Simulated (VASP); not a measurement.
Write the native input for VASP 6.6.1 that does the following.

```yaml
Task: single point
Functional: r2SCAN
Potentials_or_basis: VASP PAW PBE potentials, release 64 (C, Be)
Cutoff: 660 eV
k_mesh: 10 × 10 × 10
Occupations: gaussian, width 0.01 eV
Spin: no spin polarisation
Dipole_correction: no
Further_INCAR_settings: ALGO = Normal; EDIFF = 1e-06; NBANDS = 11
```

The system is Be2C.

```
C Be
1.0
     0.00000    2.21450    2.21450
     2.21450    0.00000    2.21450
     2.21450    2.21450    0.00000
C Be
1 2
Direct
  0.00000 0.00000 0.00000
  0.25000 0.25000 0.25000
  0.75000 0.75000 0.75000
```

This cell differs from its parent crystal: strain +2.5%.

The input as run:

POSCAR

```
Be2C
1.0
    0.0000000000      2.2144977795      2.2144977795
    2.2144977795      0.0000000000      2.2144977795
    2.2144977795      2.2144977795      0.0000000000
C Be
1 2
Direct
    0.0000000000      0.0000000000      0.0000000000
    0.2500000000      0.2500000000      0.2500000000
    0.7500000000      0.7500000000      0.7500000000
```

INCAR.step1

```
PREC = Accurate
ENCUT = 660
ISMEAR = 0
SIGMA = 0.01
LREAL = F
LASPH = T
NELM = 120
NBANDS = 11
GGA = PE
ALGO = Normal
EDIFF = 1E-5
LWAVE = T
LCHARG = F
GGA_COMPAT = F
```

INCAR.step2

```
PREC = Accurate
ENCUT = 660
EDIFF = 1E-6
ISMEAR = 0
SIGMA = 0.01
LREAL = F
LASPH = T
NELM = 120
ALGO = Normal
ISIF = 2
LWAVE = F
LCHARG = F
METAGGA = R2SCAN
LMIXTAU = T
NBANDS = 11
ISTART = 1
GGA_COMPAT = F
```

KPOINTS

```
Automatic mesh
0
Gamma
  10 10 10
```

Potentials or basis: VASP PAW PBE potentials, release 64 (C, Be).

Launch:

```bash
$ cat potpaw_PBE.64/C/POTCAR potpaw_PBE.64/Be/POTCAR > POTCAR
$ cp INCAR.step1 INCAR
$ mpirun -np 1 vasp_std > vasp.out
$ cp INCAR.step2 INCAR
$ mpirun -np 1 vasp_std > vasp.out
```

It gave:

```
Pressure               : -12.7 GPa
Band gap on the k mesh : 1.49 eV (least direct gap 4.48 eV)
```

Caveat: the cell differs from its parent crystal (strain +2.5%); the cell stands under tension; the PAW data sets were made with another functional, which shifts forces and pressure a little.

Run time: 2 min on 1 thread of Intel Xeon 8259CL, on a shared host, peak memory 0.16 GiB.
